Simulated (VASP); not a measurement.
A run of VASP 6.6.1 is set up as follows.

Contents of INCAR:

```
SYSTEM = Os
ALGO = Normal
EDIFF = 1E-7
EDIFFG = -0.01
ENCUT = 600
GGA = RP
GGA_COMPAT = .False.
IBRION = 2
ISIF = 3
ISMEAR = -1
LASPH = .True.
LCHARG = .False.
LREAL = .False.
LWAVE = .False.
NELM = 120
NELMIN = 4
NSW = 80
PREC = Accurate
SIGMA = 0.1
```

File KPOINTS:

```
k-points
0
Gamma
  13 13 13
  0 0 0
```

Contents of POSCAR:

```
Os
1.0
    2.4722656457      0.0000000000      0.0000000000
    0.0000000000      2.4722656457      0.0000000000
    0.0000000000      0.0000000000      2.4722656457
Os
1
Direct
    0.0000000000      0.0000000000      0.0000000000
```

Potentials or basis: VASP PAW PBE potentials, release 64 (Os).

Launch:

```sh
$ cat potpaw_PBE.64/Os/POTCAR > POTCAR
$ mpirun -np 1 vasp_std > vasp.out
```

**Question.** Predict the relaxed volume.

**Answer.** 16.91 Å³/atom.

**Question.** What does it give for the space group after relaxing (to 0.05 Å)?

**Answer.** Pm-3m (No. 221).

**Question.** What does it give for the band gap on the k mesh?

**Answer.** Zero (band 4 reaches 11.46 eV, above the bottom of band 5 at 6.18 eV).

**Question.** What does it give for the relaxed cell?

**Answer.** a = 2.567 Å, b = 2.567 Å, c = 2.567 Å, α = 90.00°, β = 90.00°, γ = 90.00°.

The path:
```tsv
step	energy change (eV)	largest force (eV/Å)	pressure (GPa)	volume (Å³)
1	0.0000	0.0000	38.62	15.11
2	1.1486	0.0000	-38.29	24.56
3	-0.1898	0.0000	-4.77	17.24
4	-0.1947	0.0000	-0.80	16.96
5	-0.1948	0.0000	0.01	16.91
```

Caveat: the PAW data sets were made with another functional, which shifts forces and pressure a little; spin-orbit coupling is left out, which moves the levels of the heavy elements.
